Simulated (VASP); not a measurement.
Wanted: the native input for a VASP 6.6.1 run.

```yaml
Task: single point
Functional: LDA
Potentials_or_basis: VASP PAW LDA potentials, release 64 (Mo_sv)
Cutoff: 520 eV
k_mesh: 13 × 13 × 1
Occupations: fermi-dirac, width 0.05 eV
Spin: no spin polarisation
Dipole_correction: yes
Further_INCAR_settings: ALGO = Normal; EDIFF = 1e-07; NBANDS = 43
```

The structure of Mo lies in POSCAR:

```
Mo
1.0
    2.6943125793      0.0000000000      0.0000000000
   -0.8981041931      2.5402222606      0.0000000000
    0.0000000000      0.0000000000     15.6181000000
Mo
5
Direct
    0.0000000000      0.0000000000      0.2240979419
    0.5000000000      0.5000000000      0.3584087432
    0.0000000000      0.0000000000      0.4999999977
    0.5000000000      0.5000000000      0.6415912635
    0.0000000000      0.0000000000      0.7759020581
```

One way to write it, as run:

INCAR

```
SYSTEM = Mo
PREC = Accurate
ENCUT = 520
EDIFF = 1E-7
ISMEAR = -1
SIGMA = 0.05
LREAL = .False.
LASPH = .True.
NELM = 60
ALGO = Normal
ISIF = 2
LWAVE = .False.
LCHARG = .False.
LDIPOL = .True.
IDIPOL = 3
DIPOL = 0.5 0.5 0.500
NBANDS = 43
```

KPOINTS

```
regular mesh
0
Gamma
  13 13 1
  0 0 0
```

Potentials or basis: VASP PAW LDA potentials, release 64 (Mo_sv).

Launch:

```sh
$ cat potpaw_LDA.64/Mo_sv/POTCAR > POTCAR
$ mpirun -np 1 vasp_std > vasp.out
```

Results of the run:

- Largest force: 0.069 eV/Å
- Band gap on the k mesh: zero (bands 35 and 36 overlap by 2.35 eV)

Wall time 2.4 min on 1 thread of Intel(R) Xeon(R) 6975P-C (Granite Rapids) (shared host), peak memory 0.27 GiB.
